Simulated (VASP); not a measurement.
Input of a VASP 6.6.1 run:

INCAR

```
SYSTEM = MgO
PREC     = Accurate       ! precision mode
ENCUT    = 600            ! plane-wave cutoff, eV
EDIFF    = 1E-7           ! SCF threshold, eV
ISMEAR   = -1             ! smearing method
SIGMA    = 0.02           ! smearing width, eV
LREAL    = .FALSE.        ! projectors in reciprocal space
LASPH    = .TRUE.         ! aspherical terms in the spheres
NELM     = 80             ! most SCF steps
ALGO     = Normal         ! electronic algorithm
ISIF     = 3              ! what is computed and relaxed
LWAVE    = .FALSE.        ! write WAVECAR
LCHARG   = .FALSE.        ! write CHGCAR
GGA      = PS             ! functional
IBRION   = 2              ! ionic algorithm
NSW      = 80             ! ionic steps
EDIFFG   = -0.01          ! ionic threshold
PSTRESS  = 60.0
```

Contents of KPOINTS:

```
Automatic mesh
0
G
  6 6 4
  0 0 0
```

The input POSCAR:

```
MgO
1.0
    3.3077869900      0.0000000000      0.0000000000
   -1.6538934900      2.8646275600      0.0000000000
    0.0000000000      0.0000000000      4.9828816700
Mg O
2 2
Direct
    0.3333333300      0.6666666700      0.0021597400
    0.6666666700      0.3333333300      0.5021597400
    0.3333333300      0.6666666700      0.4024402600
    0.6666666700      0.3333333300      0.9024402600
```

Potentials or basis: VASP PAW PBE potentials, release 64 (Mg, O).

The run is started by

```bash
$ cat potpaw_PBE.64/Mg/POTCAR potpaw_PBE.64/O/POTCAR > POTCAR
$ mpirun -np 1 vasp_std > vasp.out
```

**Question.** What does it give for the band gap on the k mesh?

**Answer.** 3.50 eV.

**Question.** Estimate the relaxed cell.

**Answer.** a = 3.439 Å, b = 3.439 Å, c = 4.137 Å, α = 90.00°, β = 90.00°, γ = 120.00°.

**Question.** Predict the space group after relaxing (to 0.1 Å).

**Answer.** P6_3/mmc (No. 194).

**Question.** What does it give for the relaxed volume?

**Answer.** 10.60 Å³/atom.

Final structure:
```
CELL_PARAMETERS angstrom
3.43946 0.00000 0.00000
-1.71973 2.97866 0.00000
0.00000 0.00000 4.13705
ATOMIC_POSITIONS crystal
Mg 0.33333 0.66667 0.95228
Mg 0.66667 0.33333 0.45228
O 0.33333 0.66667 0.45232
O 0.66667 0.33333 0.95232
```

Caveat: the cell is relaxed towards a set pressure, so the run minimises the enthalpy, not the energy; a cell axis changed by over 15 % at a fixed basis, so the end point is rough; the PAW data sets were made with another functional, which shifts forces and pressure a little.
